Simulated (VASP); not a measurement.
**K2GaBr4: single point with PBEsol**

Crystal: K2GaBr4.

```
Br Ga K
1.0
     7.37797    0.00000    0.00000
     0.00000    7.37797    0.00000
     0.00000    0.00000    4.29095
Br Ga K
4 1 2
Cartesian
  1.7208 1.7208 0.0000
  5.6572 1.7208 0.0000
  5.6572 5.6572 0.0000
  1.7208 5.6572 0.0000
  0.0000 0.0000 0.0000
  3.6890 0.0000 2.1455
  0.0000 3.6890 2.1455
```

* Program: VASP 6.6.1
* Task: single point
* Functional: PBEsol
* Potentials or basis: VASP PAW PBE potentials, release 64 (Br, Ga_d, K_sv)
* Cutoff: 520 eV
* k mesh: 5 × 5 × 8
* Occupations: fermi-dirac, width 0.1 eV
* Spin: no spin polarisation
* Dipole correction: no
* Further INCAR settings: ALGO = Normal; EDIFF = 1e-06; NBANDS = 38

```json
{
 "Pressure": "2.7 GPa",
 "Largest force": "1.274 eV/Å",
 "Band gap on the k mesh": "zero (an odd number of electrons rules out a gap without spin polarisation)"
}
```

Forces on the atoms (eV/Å):
```
Br   0.901  0.901  0.000
Br  -0.901  0.901  0.000
Br  -0.901 -0.901  0.000
Br   0.901 -0.901  0.000
Ga   0.000  0.000  0.000
K    0.000  0.000  0.000
K    0.000  0.000  0.000
```

Stress tensor (GPa, compression positive):
```
 4.36  0.00  0.00
 0.00  4.36  0.00
 0.00  0.00 -0.53
```

Levels at points of the mesh, in eV from the Fermi level:
```csv
k point,band 26,band 27,band 28,band 29,band 30,band 31,band 32,band 33,band 34,band 35
"(0.00, 0.00, 0.00)",-3.25,-3.19,-2.96,-2.70,-0.84,2.01,2.50,2.89,3.63,3.63
"(0.00, 0.00, 0.50)",-3.31,-3.31,-2.89,-2.57,-0.18,-0.01,3.52,4.21,4.25,4.30
```

Wall time 4.9 min on 1 thread of Intel(R) Xeon(R) Platinum 8259CL CPU @ 2.50GHz (Skylake/Cascade Lake), on a shared host, peak memory 0.46 GiB.

Caveat: the PAW data sets were made with another functional, which shifts forces and pressure a little; an odd number of electrons without spin polarisation forces a metal; a magnetic or distorted state may lie lower.
